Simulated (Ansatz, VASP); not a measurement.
**Tl4Br in VASP and in Ansatz**

```
Tl Br
1.0
    -3.68232    3.68232    3.68232
     3.68232   -3.68232    3.68232
     3.68232    3.68232   -3.68232
Tl Br
4 1
Cartesian
  1.8412 1.8412 1.8412
  1.8412 1.8412 -1.8412
  1.8412 -1.8412 1.8412
  -1.8412 1.8412 1.8412
  0.0000 0.0000 0.0000
```

Alike in both runs: functional PBE; k mesh 4 × 4 × 4; occupations gaussian, width 0.1 eV; no spin polarisation.

Ansatz relaxed the structure, and its values are those at the end. VASP's run is a single point on that final structure, the one shown.

|  | VASP | Ansatz |
| --- | --- | --- |
| version | VASP 6.6.1 | Ansatz 0.2.0 |
| potentials or method | VASP PAW PBE potentials, release 64 (Tl_d, Br), cutoff 520 eV | scalar-relativistic, plane waves, PAW |
| valence electrons in the cell | 59 | 59 |

|  | VASP | Ansatz | Ansatz less VASP |
| --- | --- | --- | --- |
| gap on the k mesh at the Fermi level (eV) | none | none | - |
| pressure (GPa) | 0.1 | 0.1 | +0.04 |

A gap of «none» marks a metal or a gap that the smearing closes.

Spin-orbit coupling is off throughout.
